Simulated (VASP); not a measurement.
A run of VASP 6.6.1:

Contents of INCAR:

```
SYSTEM = SnSe2
PREC     = Accurate       ! precision mode
ENCUT    = 500            ! plane-wave cutoff, eV
EDIFF    = 1E-6           ! SCF threshold, eV
ISMEAR   = 0              ! smearing method
SIGMA    = 0.05           ! smearing width, eV
LREAL    = .FALSE.        ! projectors in reciprocal space
LASPH    = .TRUE.         ! aspherical terms in the spheres
NELM     = 120            ! most SCF steps
ALGO     = Normal         ! electronic algorithm
ISIF     = 2              ! what is computed and relaxed
LWAVE    = .FALSE.        ! write WAVECAR
LCHARG   = .FALSE.        ! write CHGCAR
GGA      = RP             ! functional
NBANDS   = 20             ! bands
GGA_COMPAT= .FALSE.
```

KPOINTS

```
regular mesh
0
G
  8 8 4
  0 0 0
```

The input POSCAR:

```
SnSe2
1.0
    3.8393021248      0.0000000000      0.0000000000
   -1.9196510624      3.3249331729      0.0000000000
    0.0000000000      0.0000000000      6.0468501537
Sn Se
1 2
Direct
    0.0000000000      0.0000000000      0.0000000000
    0.3333333333      0.6666666667      0.2638113996
    0.6666666667      0.3333333333      0.7361886004
```

Potentials or basis: VASP PAW PBE potentials, release 64 (Sn_d, Se).

The run is started by

```bash
$ cat potpaw_PBE.64/Sn_d/POTCAR potpaw_PBE.64/Se/POTCAR > POTCAR
$ mpirun -np 1 vasp_std > vasp.out
```

Hardware: 1 thread of Intel(R) Xeon(R) 6975P-C (Granite Rapids), with other jobs on the host.

**Question.** How long does it take, and how much memory?

**Answer.** It took 26 s on 1 thread of Intel(R) Xeon(R) 6975P-C (Granite Rapids), with other jobs on the host, peak memory 0.21 GiB. Counts: scf iterations 14, k points 35.
